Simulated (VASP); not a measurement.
Input of a VASP 6.6.1 run:

File INCAR:

```
PREC = Accurate ; ENCUT = 520
EDIFF = 1E-8 ; ISMEAR = -1
SIGMA = 0.15 ; LREAL = F
LASPH = T ; NELM = 100
ALGO = Normal ; ISIF = 2
LWAVE = F ; LCHARG = F
IBRION = 8 ; NSW = 1
```

The input KPOINTS:

```
regular mesh
0
Gamma
  12 12 12
```

File POSCAR:

```
LiPb
1.0
    2.4341676573      1.4053673522      1.9875650899
   -2.4341676573      1.4053673522      1.9875650899
    0.0000000000     -2.8107347044      1.9875650899
Li Pb
1 1
Direct
    0.5000000000      0.5000000000      0.5000000000
    0.0000000000      0.0000000000      0.0000000000
```

Potentials or basis: VASP PAW LDA potentials, release 64 (Li_sv, Pb_d).

Run with:

```console
$ cat potpaw_LDA.64/Li_sv/POTCAR potpaw_LDA.64/Pb_d/POTCAR > POTCAR
$ mpirun -np 1 vasp_std > vasp.out
```

Q: Predict the highest phonon frequency at Γ.

A: 270 cm⁻¹.

Phonon frequencies in cm⁻¹ (negative: imaginary):
```tsv
q point	frequencies
(0.000, 0.000, 0.000)	-1 -1 -1 269 269 270
```
